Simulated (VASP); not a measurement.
Here is a VASP 6.6.1 calculation.

POSCAR

```
Al3GaN4
1.0
    4.4012372935      0.0000000000      0.0000000000
    0.0000000000      4.4012372935      0.0000000000
    0.0000000000      0.0000000000      4.4012372935
Al Ga N
3 1 4
Direct
    0.5000000000      0.5000000000      0.0000000000
    0.5000000000      0.0000000000      0.5000000000
    0.0000000000      0.5000000000      0.5000000000
    0.0000000000      0.0000000000      0.0000000000
    0.7444581597      0.7444581597      0.2555418403
    0.7444581597      0.2555418403      0.7444581597
    0.2555418403      0.7444581597      0.7444581597
    0.2555418403      0.2555418403      0.2555418403
```

INCAR.step1

```
PREC = Accurate ; ENCUT = 520
ISMEAR = 0 ; SIGMA = 0.02
LREAL = False ; LASPH = True
NELM = 80 ; NBANDS = 31
GGA = PE ; ALGO = Normal
EDIFF = 1E-4 ; LWAVE = True
LCHARG = False
```

INCAR.step2

```
PREC = Accurate ; ENCUT = 520
EDIFF = 1E-6 ; ISMEAR = 0
SIGMA = 0.02 ; LREAL = False
LASPH = True ; NELM = 80
ALGO = Normal ; ISIF = 2
LWAVE = False ; LCHARG = True
METAGGA = R2SCAN ; LMIXTAU = True
LELF = True ; LVHAR = True
NBANDS = 31 ; ISTART = 1
```

KPOINTS

```
regular mesh
0
Gamma
  6 6 6
```

Potentials or basis: VASP PAW PBE potentials, release 64 (Al, Ga_d, N).

The run is started by

```sh
$ cat potpaw_PBE.64/Al/POTCAR potpaw_PBE.64/Ga_d/POTCAR potpaw_PBE.64/N/POTCAR > POTCAR
$ cp INCAR.step1 INCAR
$ mpirun -np 1 vasp_std > vasp.out
$ cp INCAR.step2 INCAR
$ mpirun -np 1 vasp_std > vasp.out
```

Q: Estimate the largest force.

A: 0.076 eV/Å.

Q: What does it give for the band gap on the k mesh?

A: 4.00 eV.

Forces on the atoms (eV/Å):
```
Al   0.000  0.000  0.000
Al   0.000  0.000  0.000
Al   0.000  0.000  0.000
Ga   0.000  0.000  0.000
N   -0.044 -0.044  0.044
N   -0.044  0.044 -0.044
N    0.044 -0.044 -0.044
N    0.044  0.044  0.044
```

Caveat: the PAW data sets were made with another functional, which shifts forces and pressure a little. A k mesh can miss the band edges.
